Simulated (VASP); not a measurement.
# AlFe3B (Pm-3m) in VASP: further runs

AlFe3B is run at these levels: PBEsol; tasks: single point.

All numbers are computed with VASP 6.6.1; they aren't measurements. Logs are shortened: lines on timing, memory, paths and dates and some standing lists are left out, and cuts for length are marked.

### 1 The cell of the first run

It takes space group Pm-3m (No. 221, cubic). The conventional cell has a = 3.822 Å, b = 3.822 Å, c = 3.822 Å, α = 90.00°, β = 90.00°, γ = 90.00°. Fe (site symmetry 4/mmm) has 2 B at 1.91 Å within 2.5 Å. Al (site symmetry m-3m) has 12 Fe at 2.70 Å and 8 B at 3.31 Å within 3.6 Å. Within 2.5 Å of B (site symmetry m-3m) lie 6 Fe at 1.91 Å.

### 2 Single point, PBEsol, non-collinear spin, typed start

The input, INCAR:

```
SYSTEM = AlFe3B
ALGO     = Normal         ! electronic algorithm
EDIFF    = 1E-6           ! SCF threshold, eV
ENCUT    = 520            ! plane-wave cutoff, eV
GGA      = PS             ! functional
ISIF     = 2              ! what is computed and relaxed
ISMEAR   = -1             ! smearing method
LASPH    = .True.         ! aspherical terms in the spheres
LCHARG   = .False.        ! write CHGCAR
LMAXMIX  = 4              ! l up to which the mixer works
LNONCOLLINEAR= .True.         ! non-collinear magnetism
LORBIT   = 11             ! projections on sites
LREAL    = .False.        ! projectors in reciprocal space
LWAVE    = .False.        ! write WAVECAR
MAGMOM   = -0.326 1.392 0.487 0.198 -0.017 -0.027 -0.056 -2.164 -0.575 0 0 0 0 0 0 ! initial moments
NBANDS   = 45             ! bands
NELM     = 150            ! most SCF steps
PREC     = Accurate       ! precision mode
SIGMA    = 0.05           ! smearing width, eV
```

The input, KPOINTS:

```
k-points
0
Gamma
  5 5 5
  0 0 0
```

The input, POSCAR:

```
AlFe3B
1.0
    3.8223220000      0.0000000000      0.0000000000
    0.0000000000      3.8223220000      0.0000000000
    0.0000000000      0.0000000000      3.8223220000
Fe Al B
3 1 1
Direct
    0.0000000000      0.0000000000      0.5000000000
    0.0000000000      0.5000000000      0.0000000000
    0.5000000000      0.0000000000      0.0000000000
    0.5000000000      0.5000000000      0.5000000000
    0.0000000000      0.0000000000      0.0000000000
```

Potentials or basis: VASP PAW PBE potentials, release 64 (Fe, Al, B).

Started as:

```
cat potpaw_PBE.64/Fe/POTCAR potpaw_PBE.64/Al/POTCAR potpaw_PBE.64/B/POTCAR > POTCAR
mpirun -np 1 vasp_ncl > vasp.out
```

OUTCAR:

```text
SYSTEM = AlFe3B
   EDIFF = 1E-6
   ENCUT = 520
   GGA = PS
   ISIF = 2
   ISMEAR = -1
   LASPH = .True.
   LNONCOLLINEAR = .True.
   LORBIT = 11
   LREAL = .False.
   NELM = 150
   PREC = Accurate

 ion  position               nearest neighbor table
   1  0.000  0.000  0.500-   5 1.91   5 1.91   4 2.70   2 2.70   2 2.70   3 2.70   3 2.70   2 2.70
                             4 2.70   2 2.70   3 2.70   4 2.70   3 2.70   4 2.70
   2  0.000  0.500  0.000-   5 1.91   5 1.91   4 2.70   1 2.70   1 2.70   4 2.70   1 2.70   3 2.70
                             3 2.70   1 2.70   3 2.70   4 2.70   4 2.70   3 2.70
   3  0.500  0.000  0.000-   5 1.91   5 1.91   4 2.70   1 2.70   1 2.70   4 2.70   2 2.70   4 2.70
                             4 2.70   1 2.70   2 2.70   2 2.70   1 2.70   2 2.70
   4  0.500  0.500  0.500-   1 2.70   2 2.70   3 2.70   2 2.70   3 2.70   1 2.70   3 2.70   3 2.70
                             1 2.70   2 2.70   2 2.70   1 2.70
   5  0.000  0.000  0.000-   1 1.91   2 1.91   3 1.91   1 1.91   2 1.91   3 1.91

  LATTYP: Found a simple cubic cell.
 ALAT       =     3.8223220000

  Lattice vectors:

 A1 = (   3.8223220000,   0.0000000000,   0.0000000000)
 A2 = (   0.0000000000,   3.8223220000,   0.0000000000)
 A3 = (   0.0000000000,   0.0000000000,   3.8223220000)

Analysis of symmetry for initial positions (statically):
=====================================================================
 Subroutine PRICEL returns:
 Original cell was already a primitive cell.

 Routine SETGRP: Setting up the symmetry group for a
 simple cubic supercell.

 Subroutine GETGRP returns: Found 48 space group operations
 (whereof 48 operations were pure point group operations)
 out of a pool of 48 trial point group operations.

The static configuration has the point symmetry O_h .

Analysis of symmetry for dynamics (positions and initial velocities):
=====================================================================
 Subroutine PRICEL returns:
 Original cell was already a primitive cell.

 Routine SETGRP: Setting up the symmetry group for a
 simple cubic supercell.

 Subroutine GETGRP returns: Found 48 space group operations
 (whereof 48 operations were pure point group operations)
 out of a pool of 48 trial point group operations.

The dynamic configuration has the point symmetry O_h .

Analysis of structural, dynamic, and magnetic symmetry:
=====================================================================
 Subroutine PRICEL returns:
 Original cell was already a primitive cell.

 Routine SETGRP: Setting up the symmetry group for a
 simple cubic supercell.

 Subroutine GETGRP returns: Found  2 space group operations
 (whereof  2 operations were pure point group operations)
 out of a pool of 48 trial point group operations.

The overall configuration has the point symmetry S_2 .

 Subroutine INISYM returns: Found  2 space group operations
 (whereof  2 operations are pure point group operations),
 and found     1 'primitive' translations

----------------------------------------------------------------------------------------

                                     Primitive cell

  volume of cell :      55.8447

  direct lattice vectors                    reciprocal lattice vectors
     3.822322000  0.000000000  0.000000000     0.261621077  0.000000000  0.000000000
     0.000000000  3.822322000  0.000000000     0.000000000  0.261621077  0.000000000
     0.000000000  0.000000000  3.822322000     0.000000000  0.000000000  0.261621077

  length of vectors
     3.822322000  3.822322000  3.822322000     0.261621077  0.261621077  0.261621077

  position of ions in fractional coordinates (direct lattice)
     0.000000000  0.000000000  0.500000000
     0.000000000  0.500000000  0.000000000
     0.500000000  0.000000000  0.000000000
     0.500000000  0.500000000  0.500000000
     0.000000000  0.000000000  0.000000000

  ion indices of the primitive-cell ions
   primitive index   ion index
[... 65 lines left out ...]
   NGX,Y,Z   is equivalent  to a cutoff of  12.18, 12.18, 12.18 a.u.
[... 40 lines left out ...]

 Free energy of the ion-electron system (eV)
  ---------------------------------------------------
  ext. energy  EPLUGINS =         0.00000000
  ---------------------------------------------------
  free energy    TOTEN  =       -38.35464446 eV

  energy without entropy =      -38.29468275  energy(sigma->0) =      -38.32466360

 E-fermi :   6.2553     XC(G=0): -12.3791

 val. band max:        6.2429961413   @ k =   0.2000   0.4000   0.0000
 cond. band min:       6.2553709208   @ k =   0.0000  -0.4000   0.2000
 fundamental gap:      0.0123747795
 Fermi energy:         6.2552970549

 k-point     1 :       0.0000    0.0000    0.0000
  band No.  band energies     occupation
      1      -4.3230      1.00000
      2      -4.3206      1.00000
      3      -0.1213      1.00000
      4      -0.1181      1.00000
      5       3.2841      1.00000
      6       3.2912      1.00000
[... 1069 lines left out ...]
     41      11.4952      0.00000
     42      11.6983      0.00000

 [... further k-points ...]

 [bands above 42 left out]

------------------------ aborting loop because EDIFF is reached ----------------------------------------

  FORCE on cell =-STRESS in cart. coord.  units (eV):
  Direction    XX          YY          ZZ          XY          YZ          ZX
  --------------------------------------------------------------------------------------
  -------------------------------------------------------------------------------------
  Total       -3.2091625     -3.8928222     -3.2704703     -0.0096855     -0.0135601     -0.0008085
  in kB      -92.0704956   -111.6846110    -93.8294087     -0.2778768     -0.3890368     -0.0231948
  external PRESSURE =     -99.1948384 kB  Pullay stress =       0.0000000 kB

 VOLUME and BASIS-vectors are now :
 -----------------------------------------------------------------------------
  energy-cutoff  :      520.00
  volume of cell :       55.84
      direct lattice vectors                 reciprocal lattice vectors
     3.822322000  0.000000000  0.000000000     0.261621077  0.000000000  0.000000000
     0.000000000  3.822322000  0.000000000     0.000000000  0.261621077  0.000000000
     0.000000000  0.000000000  3.822322000     0.000000000  0.000000000  0.261621077

 POSITION                                       TOTAL-FORCE (eV/Angst)
 -----------------------------------------------------------------------------------
      0.00000      0.00000      1.91116         0.000000      0.000000      0.000000
      0.00000      1.91116      0.00000         0.000000      0.000000      0.000000
      1.91116      0.00000      0.00000         0.000000      0.000000      0.000000
      1.91116      1.91116      1.91116         0.000000      0.000000      0.000000
      0.00000      0.00000      0.00000         0.000000      0.000000      0.000000
 -----------------------------------------------------------------------------------
    total drift:                                0.000000     -0.000000     -0.000000

  FREE ENERGIE OF THE ION-ELECTRON SYSTEM (eV)
  ---------------------------------------------------
  free  energy   TOTEN  =       -38.3546444646 eV

  energy  without entropy=      -38.2946827451  energy(sigma->0) =      -38.32466360

 total charge

# of ion       s       p       d       tot
------------------------------------------
    1        0.450   0.611   6.394   7.455
    2        0.447   0.606   6.421   7.473
    3        0.449   0.611   6.399   7.460
    4        0.384   0.347   0.000   0.731
    5        0.806   1.306   0.000   2.112
--------------------------------------------------
tot          2.536   3.481  19.215  25.231

 magnetization (x)

# of ion       s       p       d       tot
------------------------------------------
    1       -0.003  -0.004  -0.215  -0.222
    2        0.000   0.000  -0.004  -0.004
    3        0.003   0.004   0.217   0.224
    4       -0.000  -0.000   0.000  -0.000
    5        0.000   0.000   0.000   0.000
--------------------------------------------------
tot          0.000   0.000  -0.002  -0.002

 magnetization (y)

# of ion       s       p       d       tot
------------------------------------------
    1        0.014   0.018   1.085   1.117
    2        0.000   0.000   0.027   0.028
    3       -0.014  -0.018  -1.076  -1.108
    4       -0.000  -0.000   0.000  -0.000
    5       -0.000  -0.001   0.000  -0.001
--------------------------------------------------
tot         -0.000  -0.001   0.037   0.035

 magnetization (z)

# of ion       s       p       d       tot
------------------------------------------
    1        0.004   0.005   0.333   0.342
    2        0.000   0.000   0.009   0.009
    3       -0.004  -0.006  -0.329  -0.339
    4       -0.000  -0.000   0.000  -0.000
    5       -0.000  -0.001   0.000  -0.001
--------------------------------------------------
tot         -0.000  -0.001   0.013   0.012
```

It took 23 min on 1 thread of Intel Xeon 6975P-C (Granite Rapids), shared host; peak memory 0.43 GiB.

What came out:

| Property | Result |
| --- | --- |
| Free energy | -38.3546 eV |
| Pressure | -9.9 GPa |
| Band gap on the k mesh | zero (band 30 reaches 6.47 eV, above the bottom of band 31 at 6.17 eV) |
| Net moment | 0.03 μB per cell |
| Valence electrons inside the program's atomic spheres | Fe 7.46, 7.47; Al 0.73; B 2.11 |

Levels at points of the mesh, in eV from the Fermi level:
```tsv
k point	band 27	band 28	band 29	band 30	band 31	band 32	band 33	band 34
(0.00, 0.00, 0.00)	-0.12	-0.11	-0.05	-0.04	0.52	0.54	0.67	0.68
```

Moments on the atoms (μB; x, y, z):
```
Fe  -0.22  1.12  0.34
Fe   0.00  0.03  0.01
Fe   0.22 -1.11 -0.34
Al   0.00  0.00  0.00
B    0.00  0.00  0.00
```

Caveat: the starting moments collapsed, and a magnetic state may lie lower; the PAW data sets were made with another functional, which shifts forces and pressure a little.

### 3 Single point, PBEsol

The input, INCAR:

```
SYSTEM = AlFe3B
  ALGO = Normal
  EDIFF = 1E-7
  ENCUT = 520
  GGA = PS
  ISIF = 2
  ISMEAR = -1
  LASPH = .True.
  LCHARG = .False.
  LREAL = .False.
  LWAVE = .False.
  NBANDS = 23
  NELM = 100
  PREC = Accurate
  SIGMA = 0.05
```

The input, KPOINTS:

```
k-points
0
Gamma
  7 7 7
  0 0 0
```

POSCAR is that of step 2.

Potentials or basis: VASP PAW PBE potentials, release 64 (Fe, Al, B).

Started as:

```
cat potpaw_PBE.64/Fe/POTCAR potpaw_PBE.64/Al/POTCAR potpaw_PBE.64/B/POTCAR > POTCAR
mpirun -np 1 vasp_std > vasp.out
```

It took 32 s on 1 thread of Intel Xeon Platinum 8259CL at 2.50GHz (Skylake/Cascade Lake), shared host; peak memory 0.17 GiB.

Results (log left out):

```
Free energy            : -38.2513 eV
Pressure               : -12.6 GPa
Band gap on the k mesh : zero (band 15 reaches 6.19 eV, above the bottom of band 16 at 5.97 eV)
```

Levels at points of the mesh, in eV from the Fermi level:
```
           k point  band 12  band 13  band 14  band 15  band 16  band 17  band 18  band 19
(0.00, 0.00, 0.00)    -0.40    -0.40    -0.19    -0.19     0.76     0.80     0.80     0.80
```

Caveat: the PAW data sets were made with another functional, which shifts forces and pressure a little. Spin polarisation is off, so any magnetic state and its effect on volume and gap are missing.

### 4 Single point, PBEsol, collinear spin, ferromagnetic start

The input, INCAR:

```
PREC     = Accurate       # precision mode
ENCUT    = 520            # plane-wave cutoff, eV
EDIFF    = 1E-6           # SCF threshold, eV
ISMEAR   = -1             # smearing method
SIGMA    = 0.05           # smearing width, eV
LREAL    = False          # projectors in reciprocal space
LASPH    = True           # aspherical terms in the spheres
NELM     = 150            # most SCF steps
ALGO     = Fast           # electronic algorithm
ISIF     = 2              # what is computed and relaxed
LWAVE    = False          # write WAVECAR
LCHARG   = True           # write CHGCAR
ISPIN    = 2              # spin polarisation
MAGMOM   = 4.5 4.5 4.5 0 0 # initial moments
LORBIT   = 11             # projections on sites
LMAXMIX  = 4              # l up to which the mixer works
GGA      = PS             # functional
LELF     = True           # ELF
LVHAR    = True         
NBANDS   = 27             # bands
```

The input, KPOINTS:

```
Automatic mesh
0
Gamma
  7 7 7
```

POSCAR is that of step 3.

Started as:

```
cat potpaw_PBE.64/Fe/POTCAR potpaw_PBE.64/Al/POTCAR potpaw_PBE.64/B/POTCAR > POTCAR
mpirun -np 1 vasp_std > vasp.out
```

Run time: 79 s. Hardware: 1 thread of Intel Xeon Platinum 8259CL at 2.50GHz (Skylake/Cascade Lake), shared host; peak memory 0.2 GiB.

Results (log left out):

```
Free energy                                           : -38.7027 eV
Pressure                                              : -7.1 GPa
Net moment                                            : 4.11 μB per cell
Site moments                                          : Fe +1.47; Al -0.06; B -0.13 μB
Valence electrons inside the program's atomic spheres : Fe 7.46; Al 0.73; B 2.11
```

Levels at points of the mesh, in eV from the Fermi level:
Spin up:
```
           k point  band 15  band 16  band 17  band 18  band 19  band 20
(0.00, 0.00, 0.00)    -1.02    -0.28    -0.19    -0.19    -0.19     4.54
```
Spin down:
| k point | band 9 | band 10 | band 11 | band 12 | band 13 | band 14 | band 15 | band 16 | band 17 | band 18 |
| --- | --- | --- | --- | --- | --- | --- | --- | --- | --- | --- |
| (0.00, 0.00, 0.00) | -1.81 | -1.81 | 0.16 | 0.16 | 0.17 | 0.17 | 0.17 | 1.25 | 1.36 | 1.36 |

Caveat: the PAW data sets were made with another functional, which shifts forces and pressure a little; the moment fell far below its start of 4.5 μB, so a state of higher moment may lie lower in energy.

### 5 Single point, PBEsol, collinear spin, ferrimagnetic start

The input, INCAR:

```
PREC = Accurate
ENCUT = 520
EDIFF = 1E-7
ISMEAR = -1
SIGMA = 0.05
LREAL = F
LASPH = T
NELM = 150
ALGO = Normal
ISIF = 2
LWAVE = F
LCHARG = F
ISPIN = 2
MAGMOM = 3 -1.5 3 0 0
LORBIT = 11
LMAXMIX = 4
GGA = PS
NBANDS = 27
```

The input, KPOINTS:

```
regular mesh
0
Gamma
  7 7 7
```

POSCAR is that of step 4.

Started as:

```
cat potpaw_PBE.64/Fe/POTCAR potpaw_PBE.64/Al/POTCAR potpaw_PBE.64/B/POTCAR > POTCAR
mpirun -np 1 vasp_std > vasp.out
```

Wall time 3.5 min (1 thread of Intel Xeon Platinum 8259CL at 2.50GHz (Skylake/Cascade Lake), shared host); peak memory 0.23 GiB.

It converged, with:

```yaml
Free_energy: -38.7027 eV
Pressure: -7.1 GPa
Net_moment: 4.11 μB per cell
Site_moments: Fe +1.47; Al -0.06; B -0.13 μB
Valence_electrons_inside_the_program's_atomic_spheres: Fe 7.46; Al 0.73; B 2.11
```

Levels at points of the mesh, in eV from the Fermi level:
Spin up:
```
           k point  band 14  band 15  band 16  band 17  band 18  band 19  band 20  band 21
(0.00, 0.00, 0.00)    -1.02    -1.02    -0.28    -0.19    -0.19    -0.19     4.54     4.79
```
Spin down:
| k point | band 11 | band 12 | band 13 | band 14 | band 15 | band 16 |
| --- | --- | --- | --- | --- | --- | --- |
| (0.00, 0.00, 0.00) | 0.16 | 0.16 | 0.17 | 0.17 | 0.17 | 1.25 |

Caveat: the PAW data sets were made with another functional, which shifts forces and pressure a little.

### 6 Single point, PBEsol, collinear spin, ferrimagnetic start

The input, INCAR:

```
PREC     = Accurate       # precision mode
ENCUT    = 520            # plane-wave cutoff, eV
EDIFF    = 1E-6           # SCF threshold, eV
ISMEAR   = -1             # smearing method
SIGMA    = 0.05           # smearing width, eV
LREAL    = False          # projectors in reciprocal space
LASPH    = True           # aspherical terms in the spheres
NELM     = 150            # most SCF steps
ALGO     = Normal         # electronic algorithm
ISIF     = 2              # what is computed and relaxed
LWAVE    = False          # write WAVECAR
LCHARG   = True           # write CHGCAR
ISPIN    = 2              # spin polarisation
MAGMOM   = 1.51 -0.2 2.24 0 0 # initial moments
LORBIT   = 11             # projections on sites
LMAXMIX  = 4              # l up to which the mixer works
GGA      = PS             # functional
LELF     = True           # ELF
LVHAR    = True         
NBANDS   = 27             # bands
```

KPOINTS is that of step 5.

POSCAR is that of step 5.

Potentials or basis: VASP PAW PBE potentials, release 64 (Fe, Al, B).

Started as:

```
cat potpaw_PBE.64/Fe/POTCAR potpaw_PBE.64/Al/POTCAR potpaw_PBE.64/B/POTCAR > POTCAR
mpirun -np 1 vasp_std > vasp.out
```

Run time: 5 min. Hardware: 1 thread of Intel Xeon Platinum 8259CL at 2.50GHz (Skylake/Cascade Lake), shared host; peak memory 0.27 GiB.

The run converged. Its results:

| Quantity | Value |
| --- | --- |
| Free energy | -38.7027 eV |
| Pressure | -7.0 GPa |
| Net moment | 4.11 μB per cell |
| Site moments | Fe +1.47; Al -0.06; B -0.13 μB |
| Valence electrons inside the program's atomic spheres | Fe 7.46; Al 0.73; B 2.11 |

Levels at points of the mesh, in eV from the Fermi level:
Spin up:
```
           k point  band 14  band 15  band 16  band 17  band 18  band 19  band 20  band 21
(0.00, 0.00, 0.00)    -1.02    -1.02    -0.28    -0.19    -0.19    -0.19     4.54     4.79
```
Spin down:
```tsv
k point	band 9	band 10	band 11	band 12	band 13	band 14	band 15	band 16	band 17	band 18
(0.00, 0.00, 0.00)	-1.81	-1.81	0.16	0.16	0.17	0.17	0.17	1.25	1.36	1.36
```

Caveat: the PAW data sets were made with another functional, which shifts forces and pressure a little.

### 7 Overview

| spin | gap on the mesh (eV) | pressure (GPa) | moment (μB) |
| --- | --- | --- | --- |
| off | none | -12.6 | - |
| collinear, ferromagnetic start | none | -7.1 | 4.11 |
| collinear, ferrimagnetic start | none | -7.0 | 4.11 |

Alike in all rows: task single point; level PBEsol; potentials or basis VASP PAW PBE potentials, release 64 (Fe, Al, B); cell as given; k mesh 7 × 7 × 7; cutoff (eV) 520; smearing fermi-dirac 0.05 eV.

Every run on the cell as given and a fine mesh finds a metal.

Caveats: the PAW data sets were made with another functional, which shifts forces and pressure a little; the moment fell far below its start of 4.5 μB, so a state of higher moment may lie lower in energy (some runs).

Total energies depend on the potentials used, so only differences within one code and one set of settings carry meaning.
